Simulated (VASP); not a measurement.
# Bi2O (antifluorite type) (Fm-3m) in VASP: further runs, part 2 of 2

VASP 6.6.1. The steps go on from the part before.

### Step 4. Single point, PBE

This run uses another cell than the first one, of 23.09 Å³/atom.

Contents of INCAR:

```
SYSTEM = Bi2O
PREC     = Accurate       ! precision mode
ENCUT    = 520            ! plane-wave cutoff, eV
EDIFF    = 1E-7           ! SCF threshold, eV
ISMEAR   = -1             ! smearing method
SIGMA    = 0.06122561905347299 ! smearing width, eV
LREAL    = .FALSE.        ! projectors in reciprocal space
LASPH    = .TRUE.         ! aspherical terms in the spheres
NELM     = 60             ! most SCF steps
ALGO     = Normal         ! electronic algorithm
ISIF     = 2              ! what is computed and relaxed
LWAVE    = .FALSE.        ! write WAVECAR
LCHARG   = .TRUE.         ! write CHGCAR
GGA      = PE             ! functional
LELF     = .TRUE.         ! ELF
LVHAR    = .TRUE.       
NBANDS   = 25             ! bands
```

Contents of KPOINTS:

```
Automatic mesh
0
G
  15 15 15
  0 0 0
```

Contents of POSCAR:

```
Bi2O
1.0
    0.0000000000      3.2595964395      3.2595964395
    3.2595964395      0.0000000000      3.2595964395
    3.2595964395      3.2595964395      0.0000000000
Bi O
2 1
Direct
    0.2500000000      0.2500000000      0.2500000000
    0.7500000000      0.7500000000      0.7500000000
    0.0000000000      0.0000000000      0.0000000000
```

Potentials or basis: VASP PAW PBE potentials, release 64 (Bi_d, O).

The run is started by

```sh
cat potpaw_PBE.64/Bi_d/POTCAR potpaw_PBE.64/O/POTCAR > POTCAR
mpirun -np 1 vasp_std > vasp.out
```

OUTCAR:

```text
SYSTEM = Bi2O
   PREC = Accurate
   ENCUT = 520
   EDIFF = 1E-7
   ISMEAR = -1
   LREAL = .FALSE.
   LASPH = .TRUE.
   NELM = 60
   ISIF = 2
   GGA = PE

 ion  position               nearest neighbor table
   1  0.250  0.250  0.250-   3 2.82   3 2.82   3 2.82   3 2.82   2 3.26   2 3.26   2 3.26   2 3.26
                             2 3.26   2 3.26
   2  0.750  0.750  0.750-   3 2.82   3 2.82   3 2.82   3 2.82   1 3.26   1 3.26   1 3.26   1 3.26
                             1 3.26   1 3.26
   3  0.000  0.000  0.000-   2 2.82   2 2.82   2 2.82   1 2.82   1 2.82   1 2.82   2 2.82   1 2.82

  LATTYP: Found a face centered cubic cell.
 ALAT       =     6.5191928790

  Lattice vectors:

 A1 = (   0.0000000000,   3.2595964395,   3.2595964395)
 A2 = (   3.2595964395,   0.0000000000,   3.2595964395)
 A3 = (   3.2595964395,   3.2595964395,   0.0000000000)

Analysis of symmetry for initial positions (statically):
=====================================================================
 Subroutine PRICEL returns:
 Original cell was already a primitive cell.

 Routine SETGRP: Setting up the symmetry group for a
 face centered cubic supercell.

 Subroutine GETGRP returns: Found 48 space group operations
 (whereof 48 operations were pure point group operations)
 out of a pool of 48 trial point group operations.

The static configuration has the point symmetry O_h .

Analysis of symmetry for dynamics (positions and initial velocities):
=====================================================================
 Subroutine PRICEL returns:
 Original cell was already a primitive cell.

 Routine SETGRP: Setting up the symmetry group for a
 face centered cubic supercell.

 Subroutine GETGRP returns: Found 48 space group operations
 (whereof 48 operations were pure point group operations)
 out of a pool of 48 trial point group operations.

The dynamic configuration has the point symmetry O_h .

 Subroutine INISYM returns: Found 48 space group operations
[... 115 lines left out ...]
   EFERMI_NEDOS =   21; number of points for ismear=-14 and -15
   IALGO  =     38    algorithm
   IMIX   =      4    mixing-type and parameters
     AMIX     =   0.40;   BMIX     =  1.00
     AMIX_MAG =   1.60;   BMIX_MAG =  1.00
  volume/ion in A,a.u.               =      23.09       155.81
  Fermi-wavevector in a.u.,A,eV,Ry     =   1.316240  2.487333 23.571935  1.732488
  Thomas-Fermi vector in A             =   2.446366
   LORBIT       =      0    0 simple, 1 ext, 2 COOP (PROOUT), +10 PAW based schemes
   GGA     = PE    functional components
   LHFCALC =     F    Hartree Fock is set to
   AEXX    =    0.0000 exact exchange contribution
   IVDW    =     0    specifies the selected vdW correction
   LEPSILON=     F    determine dielectric tensor
   LRPA    =     F    only Hartree local field effects (RPA)
 non-spin polarized calculation
  energy-cutoff  :      520.00
  volume of cell :       69.27
 maximum number of plane-waves:      1883
   NGX = 17   NGY = 17   NGZ = 17

 number of electron      35.9999985 magnetization

 Free energy of the ion-electron system (eV)
  ---------------------------------------------------
  ext. energy  EPLUGINS =         0.00000000
  ---------------------------------------------------
  free energy    TOTEN  =       -12.32924267 eV

  energy without entropy =      -12.30138503  energy(sigma->0) =      -12.31531385

 E-fermi :   7.2202     XC(G=0): -10.4225

 val. band max:        7.2178378756   @ k =  -0.4667   0.4000   0.0667
 cond. band min:       7.2430472018   @ k =  -0.4000   0.4667   0.0667
 fundamental gap:      0.0252093263
 Fermi energy:         7.2202360190

 k-point     1 :       0.0000    0.0000    0.0000
  band No.  band energies     occupation
      1     -15.9930      2.00000
      2     -15.9930      2.00000
      3     -15.8375      2.00000
      4     -15.8375      2.00000
      5     -15.8375      2.00000
      6     -15.6647      2.00000
[... 661 lines left out ...]
     24      15.2721      0.00000
     25      15.6479      0.00000

 [... further k-points ...]

------------------------ aborting loop because EDIFF is reached ----------------------------------------

  FORCE on cell =-STRESS in cart. coord.  units (eV):
  Direction    XX          YY          ZZ          XY          YZ          ZX
  --------------------------------------------------------------------------------------
  -------------------------------------------------------------------------------------
  Total       -0.0726787     -0.0726787     -0.0726787     -0.0000000      0.0000000      0.0000000
  in kB       -1.6811093     -1.6811093     -1.6811093     -0.0000000      0.0000000      0.0000000
  external PRESSURE =      -1.6811093 kB  Pullay stress =       0.0000000 kB

 VOLUME and BASIS-vectors are now :
 -----------------------------------------------------------------------------
  energy-cutoff  :      520.00
  volume of cell :       69.27
      direct lattice vectors                 reciprocal lattice vectors
     0.000000000  3.259596440  3.259596440    -0.153393222  0.153393222  0.153393222
     3.259596440  0.000000000  3.259596440     0.153393222 -0.153393222  0.153393222
     3.259596440  3.259596440  0.000000000     0.153393222  0.153393222 -0.153393222

 POSITION                                       TOTAL-FORCE (eV/Angst)
 -----------------------------------------------------------------------------------
      1.62980      1.62980      1.62980         0.000000      0.000000      0.000000
      4.88939      4.88939      4.88939        -0.000000     -0.000000     -0.000000
      0.00000      0.00000      0.00000        -0.000000      0.000000      0.000000
 -----------------------------------------------------------------------------------
    total drift:                                0.000000      0.000000      0.000000

  FREE ENERGIE OF THE ION-ELECTRON SYSTEM (eV)
  ---------------------------------------------------
  free  energy   TOTEN  =       -12.3292426662 eV

  energy  without entropy=      -12.3013850274  energy(sigma->0) =      -12.31531385
```

OSZICAR:

```text
N       E                     dE             d eps       ncg     rms          rms(c)
DAV:   1     0.372713323702E+03    0.37271E+03   -0.18882E+04  6009   0.178E+03
DAV:   2     0.242772781889E+02   -0.34844E+03   -0.33989E+03  6164   0.461E+02
DAV:   3    -0.136701504603E+02   -0.37947E+02   -0.37012E+02  7495   0.160E+02
DAV:   4    -0.150681324944E+02   -0.13980E+01   -0.13935E+01  6710   0.323E+01
DAV:   5    -0.151253429339E+02   -0.57210E-01   -0.57206E-01  9023   0.622E+00    0.993E+00
DAV:   6    -0.138729149428E+02    0.12524E+01   -0.14971E+01  8153   0.275E+01    0.113E+01
DAV:   7    -0.123948221247E+02    0.14781E+01   -0.10364E+01  7313   0.118E+01    0.176E+00
DAV:   8    -0.127194413304E+02   -0.32462E+00   -0.95961E-01  7262   0.450E+00    0.299E+00
DAV:   9    -0.124987652639E+02    0.22068E+00   -0.89233E-01  7329   0.648E+00    0.380E+00
DAV:  10    -0.123343380752E+02    0.16443E+00   -0.42806E-01  6250   0.300E+00    0.721E-01
DAV:  11    -0.123295369861E+02    0.48011E-02   -0.23103E-02  7128   0.949E-01    0.192E-01
DAV:  12    -0.123292424014E+02    0.29458E-03   -0.25144E-03  6707   0.297E-01    0.379E-02
DAV:  13    -0.123292806802E+02   -0.38279E-04   -0.19300E-04  7920   0.836E-02    0.291E-02
DAV:  14    -0.123292446762E+02    0.36004E-04   -0.80817E-05  7282   0.576E-02    0.112E-02
DAV:  15    -0.123292433375E+02    0.13387E-05   -0.14418E-05  6556   0.218E-02    0.330E-03
DAV:  16    -0.123292426989E+02    0.63865E-06   -0.99009E-07  6410   0.690E-03    0.717E-04
DAV:  17    -0.123292426662E+02    0.32714E-07   -0.10731E-07  3580   0.319E-03
   1 F= -.12329243E+02 E0= -.12315314E+02  d E =-.278576E-01
```

Run time: 2.4 min. Hardware: 1 thread of Intel Xeon Platinum 8488C (Sapphire Rapids), shared host; peak memory 0.32 GiB.

Results:

| Quantity | Value |
| --- | --- |
| Free energy | -12.3292 eV |
| Pressure | -0.2 GPa |
| Band gap on the k mesh | zero (bands 18 and 19 overlap by 1.87 eV) |

Caveat: spin-orbit coupling is left out, which moves the levels of the heavy elements.

The gap in the log of VASP goes by the Fermi energy; the results here count the filled bands.